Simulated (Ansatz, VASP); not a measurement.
## Two plane-wave programs on Cd3SeS2

```
Cd Se S
1.0
     4.25698    0.00000    0.00000
    -2.12849    3.68665    0.00000
     0.00000    0.00000   20.82370
Cd Se S
6 2 4
Direct
  0.66667 0.33333 0.00700
  0.66667 0.33333 0.33077
  0.66667 0.33333 0.66899
  0.00000 0.00000 0.16878
  0.00000 0.00000 0.49276
  0.00000 0.00000 0.83079
  0.00000 0.00000 0.62175
  0.00000 0.00000 0.95977
  0.66667 0.33333 0.13032
  0.66667 0.33333 0.45437
  0.66667 0.33333 0.79233
  0.00000 0.00000 0.29236
```

Alike in both runs: functional PBE; k mesh 6 × 6 × 2; no spin polarisation.

Ansatz relaxed the structure, and its values are those at the end. VASP's run is a single point on that final structure, the one shown.

|  | VASP | Ansatz |
| --- | --- | --- |
| version | VASP 6.6.1 | Ansatz 0.2.0 |
| potentials or method | VASP PAW PBE potentials, release 64 (Cd, Se, S), cutoff 520 eV | scalar-relativistic, plane waves, PAW |
| occupations | gaussian, width 0.01 eV | fixed |
| valence electrons in the cell | 108 | 176 |

|  | VASP | Ansatz | Ansatz less VASP |
| --- | --- | --- | --- |
| gap on the k mesh at the Fermi level (eV) | 0.71 | 0.71 | +0.002 |
| least direct gap on the mesh (eV) | 0.71 | 0.71 | +0.002 |
| pressure (GPa) | 0.3 | 0.0 | -0.28 |

VASP's potentials hold 108 valence electrons a cell and Ansatz's 176, so a difference there can come from the potentials and not from the codes.
